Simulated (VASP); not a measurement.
# Ca (P6/mmm) in VASP: a series of runs

The runs below take Ca through single point, relaxation of cell and atoms, with BLYP.

Everything below comes from runs of VASP 6.6.1. Logs are shortened: lines on timing, memory, paths and dates and some standing lists are left out, and cuts for length are marked.

### 1 The cell of the first run

Symmetry: P6/mmm, No. 191, hexagonal system. The conventional cell has a = 6.295 Å, b = 6.295 Å, c = 3.770 Å, α = 90.00°, β = 90.00°, γ = 120.00°. Ca (site symmetry 6/mmm) has 14 Ca at 3.77 to 4.09 Å within 5.0 Å. Ca (site symmetry -6m2) has 11 Ca at 3.63 to 4.09 Å within 4.8 Å.

### 2 Single point, BLYP

File INCAR:

```
AGGAC = 1.0
AGGAX = 1.0
ALDAC = 0.0
ALDAX = 1.0
ALGO = Normal
EDIFF = 1E-6
ENCUT = 520
GGA = B5
ISIF = 2
ISMEAR = -1
LASPH = T
LCHARG = F
LREAL = F
LWAVE = F
NBANDS = 22
NELM = 100
PREC = Accurate
SIGMA = 0.1
```

File KPOINTS:

```
k-points
0
Gamma
  8 8 11
```

File POSCAR:

```
Ca
1.0
    6.2951492531      0.0000000000      0.0000000000
   -3.1475746265      5.4517591738      0.0000000000
    0.0000000000      0.0000000000      3.7699766142
Ca
3
Direct
    0.0000000000      1.0000000000      1.0000000000
    0.3333333333      0.6666666667      0.5000000000
    0.6666666667      0.3333333333      0.5000000000
```

Potentials or basis: VASP PAW PBE potentials, release 64 (Ca_sv).

Run with:

```bash
cat potpaw_PBE.64/Ca_sv/POTCAR > POTCAR
mpirun -np 1 vasp_std > vasp.out
```

OUTCAR:

```text
EDIFF = 1E-6
   ENCUT = 520
   GGA = B5
   ISIF = 2
   ISMEAR = -1
   LASPH = T
   LREAL = F
   NELM = 100
   PREC = Accurate

 ion  position               nearest neighbor table
   1  0.000  0.000  0.000-
   2  0.333  0.667  0.500-
   3  0.667  0.333  0.500-

  LATTYP: Found a hexagonal cell.
 ALAT       =     6.2951492531
 C/A-ratio  =     0.5988700923

  Lattice vectors:

 A1 = (   6.2951492531,   0.0000000000,   0.0000000000)
 A2 = (  -3.1475746265,   5.4517591738,   0.0000000000)
 A3 = (   0.0000000000,   0.0000000000,   3.7699766142)

Analysis of symmetry for initial positions (statically):
=====================================================================
 Subroutine PRICEL returns:
 Original cell was already a primitive cell.

 Routine SETGRP: Setting up the symmetry group for a
 hexagonal supercell.

 Subroutine GETGRP returns: Found 24 space group operations
 (whereof 24 operations were pure point group operations)
 out of a pool of 24 trial point group operations.

The static configuration has the point symmetry D_6h.

Analysis of symmetry for dynamics (positions and initial velocities):
=====================================================================
 Subroutine PRICEL returns:
 Original cell was already a primitive cell.

 Routine SETGRP: Setting up the symmetry group for a
 hexagonal supercell.

 Subroutine GETGRP returns: Found 24 space group operations
 (whereof 24 operations were pure point group operations)
 out of a pool of 24 trial point group operations.

The dynamic configuration has the point symmetry D_6h.

 Subroutine INISYM returns: Found 24 space group operations
 (whereof 24 operations are pure point group operations),
 and found     1 'primitive' translations

----------------------------------------------------------------------------------------

                                     Primitive cell

  volume of cell :     129.3842

[... 79 lines left out ...]
   NGXF,Y,Z  is equivalent  to a cutoff of  25.35, 25.35, 24.69 a.u.
 SYSTEM =  unknown system
   PREC   = accura    normal or accurate (medium, high low for compatibility)
   ISTART =      0    job   : 0-new  1-cont  2-samecut
   ICHARG =      2    charge: 1-file 2-atom 10-const
   ISPIN  =      1    spin polarized calculation?
   LNONCOLLINEAR =      F non collinear calculations
   LSORBIT =      F    spin-orbit coupling
   LASPH  =      T    aspherical Exc in radial PAW
   ENCUT  =  520.0 eV  38.22 Ry    6.18 a.u.  11.70 11.70  7.01*2*pi/ulx,y,z
   NELM   =    100;   NELMIN=  2; NELMDL= -5     # of ELM steps
   EDIFF  = 0.1E-05   stopping-criterion for ELM
   LREAL  =      F    real-space projection
   EDIFFG = 0.1E-04   stopping-criterion for IOM
   NSW    =      0    number of steps for IOM
   IBRION =     -1    ionic relax: 0-MD 1-quasi-New 2-CG
   NFREE  =      0    steps in history (QN), initial steepest desc. (CG)
   ISIF   =      2    stress and relaxation
   ISYM   =      2    0-nonsym 1-usesym 2-fastsym
   POTIM  = 0.5000    time-step for ionic-motion
   TEBEG  =    0.0;   TEEND  =   0.0 temperature during run
   PSTRESS=    0.0 pullay stress
   NELECT =      30.0000    total number of electrons
   NUPDOWN=      -1.0000    fix difference up-down
   EMIN   =  10.00;   EMAX   =-10.00  energy-range for DOS
   EFERMI =   0.00;   METHOD = LEGACY
   ISMEAR =    -1;   SIGMA  =   0.10  broadening in eV -4-tet -1-fermi 0-gaus
   EFERMI_NEDOS =   21; number of points for ismear=-14 and -15
   IALGO  =     38    algorithm
   IMIX   =      4    mixing-type and parameters
     AMIX     =   0.40;   BMIX     =  1.00
     AMIX_MAG =   1.60;   BMIX_MAG =  1.00
  volume/ion in A,a.u.               =      43.13       291.04
  Fermi-wavevector in a.u.,A,eV,Ry     =   1.005746  1.900584 13.762622  1.011524
  Thomas-Fermi vector in A             =   2.138444
   LORBIT       =      0    0 simple, 1 ext, 2 COOP (PROOUT), +10 PAW based schemes
   GGA     = B5    functional components
   LHFCALC =     F    Hartree Fock is set to
   AEXX    =    0.0000 exact exchange contribution
   IVDW    =     0    specifies the selected vdW correction
   LEPSILON=     F    determine dielectric tensor
   LRPA    =     F    only Hartree local field effects (RPA)
 non-spin polarized calculation
  energy-cutoff  :      520.00
  volume of cell :      129.38
 maximum number of plane-waves:      3502
 NGX is ok and might be reduce to    48
   NGX = 23   NGY = 23   NGZ = 15

 number of electron      29.9999992 magnetization

 Free energy of the ion-electron system (eV)
  ---------------------------------------------------
  ext. energy  EPLUGINS =         0.00000000
  ---------------------------------------------------
  free energy    TOTEN  =        -3.65149192 eV

  energy without entropy =       -3.48887374  energy(sigma->0) =       -3.57018283

 E-fermi :   2.3368     XC(G=0):  -7.2354

 val. band max:        2.2998990051   @ k =   0.2500   0.1250   0.4545
 cond. band min:       2.3374556151   @ k =   0.2500   0.2500   0.4545
 fundamental gap:      0.0375566100
 Fermi energy:         2.3367634016

 k-point     1 :       0.0000    0.0000    0.0000
  band No.  band energies     occupation
      1     -39.7759      2.00000
      2     -39.7575      2.00000
      3     -39.7229      2.00000
      4     -20.9324      2.00000
      5     -20.9324      2.00000
      6     -20.8581      2.00000
[... 589 lines left out ...]
     21       4.0771      0.00000
     22       4.3498      0.00000

 [... further k-points ...]

------------------------ aborting loop because EDIFF is reached ----------------------------------------

  FORCE on cell =-STRESS in cart. coord.  units (eV):
  Direction    XX          YY          ZZ          XY          YZ          ZX
  --------------------------------------------------------------------------------------
  -------------------------------------------------------------------------------------
  Total        0.0066766      0.0066766      0.0219327      0.0000000      0.0000000      0.0000000
  in kB        0.0826774      0.0826774      0.2715944      0.0000000      0.0000000      0.0000000
  external PRESSURE =       0.1456497 kB  Pullay stress =       0.0000000 kB

 VOLUME and BASIS-vectors are now :
 -----------------------------------------------------------------------------
  energy-cutoff  :      520.00
  volume of cell :      129.38
      direct lattice vectors                 reciprocal lattice vectors
     6.295149253  0.000000000  0.000000000     0.158852469  0.091713516  0.000000000
    -3.147574626  5.451759174  0.000000000     0.000000000  0.183427031  0.000000000
     0.000000000  0.000000000  3.769976614     0.000000000  0.000000000  0.265253635

 POSITION                                       TOTAL-FORCE (eV/Angst)
 -----------------------------------------------------------------------------------
      0.00000      0.00000      0.00000         0.000000      0.000000      0.000000
     -0.00000      3.63451      1.88499        -0.000000     -0.000000      0.000000
      3.14757      1.81725      1.88499         0.000000      0.000000      0.000000
 -----------------------------------------------------------------------------------
    total drift:                               -0.000000      0.000000     -0.000000

  FREE ENERGIE OF THE ION-ELECTRON SYSTEM (eV)
  ---------------------------------------------------
  free  energy   TOTEN  =        -3.6514919187 eV

  energy  without entropy=       -3.4888737411  energy(sigma->0) =       -3.57018283
```

Run time: 2.1 min. Hardware: 1 thread of Intel Xeon Platinum 8488C (Sapphire Rapids), shared host; peak memory 0.31 GiB.

What came out:

```
Free energy            : -3.6515 eV
Pressure               : 0.0 GPa
Band gap on the k mesh : zero (band 15 reaches 2.53 eV, above the bottom of band 16 at 2.34 eV)
```

Caveat: the PAW data sets were made with another functional, which shifts forces and pressure a little.

### 3 Relaxation of cell and atoms, BLYP

This run uses another cell than the first one, of 43.63 Å³/atom, 1.012 times its volume.

File INCAR:

```
AGGAC    = 1.0          
AGGAX    = 1.0          
ALDAC    = 0.0          
ALDAX    = 1.0          
ALGO     = Normal         # electronic algorithm
EDIFF    = 1E-6           # SCF threshold, eV
EDIFFG   = -0.01          # ionic threshold
ENCUT    = 600            # plane-wave cutoff, eV
GGA      = B5             # functional
IBRION   = 2              # ionic algorithm
ISIF     = 3              # what is computed and relaxed
ISMEAR   = -1             # smearing method
LASPH    = True           # aspherical terms in the spheres
LCHARG   = False          # write CHGCAR
LREAL    = False          # projectors in reciprocal space
LWAVE    = False          # write WAVECAR
NELM     = 60             # most SCF steps
NSW      = 80             # ionic steps
PREC     = Accurate       # precision mode
SIGMA    = 0.1            # smearing width, eV
```

File KPOINTS:

```
k-points
0
Gamma
  6 6 8
```

File POSCAR:

```
Ca
1.0
    6.2706255792      0.0000000000      0.0000000000
   -3.1353127896      5.4305210492      0.0000000000
    0.0000000000      0.0000000000      3.8438934801
Ca
3
Direct
    0.0000000000      0.0000000000      0.0000000000
    0.3333333333      0.6666666667      0.5000000000
    0.6666666667      0.3333333333      0.5000000000
```

Potentials or basis: VASP PAW PBE potentials, release 64 (Ca_sv).

Run with:

```bash
cat potpaw_PBE.64/Ca_sv/POTCAR > POTCAR
mpirun -np 1 vasp_std > vasp.out
```

Wall time 5.6 min (1 thread of Intel Xeon Platinum 8488C (Sapphire Rapids), shared host); peak memory 0.32 GiB.

It converged, with:

* Free energy: -3.6504 eV
* Relaxed volume: 43.19 Å³/atom
* Relaxed cell: a = 6.297 Å, b = 6.297 Å, c = 3.773 Å, α = 90.00°, β = 90.00°, γ = 120.00°
* Space group after relaxing (to 0.05 Å): P6/mmm (No. 191)
* Energy gained by relaxing: 1.4 meV/atom
* Ionic steps: 6
* Pressure after relaxing: 0.0 GPa
* Band gap on the k mesh: zero (band 15 reaches 2.53 eV, above the bottom of band 16 at 2.27 eV)

The path:
| step | energy change (eV) | largest force (eV/Å) | pressure (GPa) | volume (Å³) |
| --- | --- | --- | --- | --- |
| 1 | 0.0000 | 0.0000 | -0.12 | 130.90 |
| 2 | -0.0024 | 0.0000 | -0.06 | 130.28 |
| 3 | -0.0039 | 0.0000 | 0.04 | 129.34 |
| 4 | -0.0040 | 0.0000 | 0.05 | 129.22 |
| 5 | -0.0040 | 0.0000 | 0.06 | 129.19 |
| 6 | -0.0041 | 0.0000 | 0.01 | 129.56 |

Final structure:
```yaml
crystal:
  lattice:
    - [6.29708, 0.00000, 0.00000]
    - [-3.14854, 5.45343, 0.00000]
    - [0.00000, 0.00000, 3.77275]
  atoms:
    - { symbol: Ca, position: [0.00000, 0.00000, 0.00000] }
    - { symbol: Ca, position: [0.33333, 0.66667, 0.50000] }
    - { symbol: Ca, position: [0.66667, 0.33333, 0.50000] }
```

Levels at points of the mesh, in eV from the Fermi level:
```tsv
k point	band 11	band 12	band 13	band 14	band 15	band 16	band 17	band 18	band 19
(0.00, 0.00, 0.00)	-23.13	-23.12	-3.96	0.05	0.16	0.16	0.17	0.17	0.64
(0.50, 0.00, 0.00)	-23.15	-23.12	-2.59	-2.57	-0.93	0.03	1.08	1.21	1.25
(0.00, 0.00, 0.50)	-23.15	-23.15	-1.49	-1.10	0.19	0.19	0.32	0.32	1.72
(0.50, 0.00, 0.50)	-23.15	-23.14	-0.74	-0.71	-0.10	-0.06	0.17	0.58	0.98
```

Caveat: the PAW data sets were made with another functional, which shifts forces and pressure a little.
